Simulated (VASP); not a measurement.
Runs of VASP 6.6.1 on Al. The structure is that of space group I4/mmm (No. 139), or close to it. The cells are those of the table. 

| cell | gap on the mesh (eV) | pressure (GPa) |
| --- | --- | --- |
| a = 2.743 Å, angles 118.4, 118.4, 92.7°, 1 atom | none | (b) |
| a = 2.699 Å, angles 105.7, 105.7, 117.3°, 1 atom | none | (a) |
| a = 2.718 Å, angles 116.0, 116.0, 97.0°, 1 atom | none | 6.5 |
| a = 2.700 Å, angles 113.7, 113.7, 101.2°, 1 atom | none | 7.1 |
| a = 2.818 Å, angles 123.4, 123.4, 84.2°, 1 atom | none | 6.6 |
| a = 2.690 Å, angles 111.6, 111.6, 105.4°, 1 atom | none | 7.4 |

Alike in all rows: task single point; level LDA; potentials or basis VASP PAW LDA potentials, release 64 (Al); no spin polarisation; k mesh 22 × 22 × 22; cutoff (eV) 520; smearing gaussian 0.15 eV.

Problem. Fill in the values left out.

Solution. (a) 7.8; (b) 5.9.

Caveats: the cell stands under pressure (at least some runs); the stress differs along the axes, from 4 to 12 GPa (at least some runs); the stress differs along the axes, from 4 to 13 GPa (at least some runs); the stress differs along the axes, from 1 to 10 GPa (at least some runs).

A gap of «none» marks levels without a gap at the run's occupations.
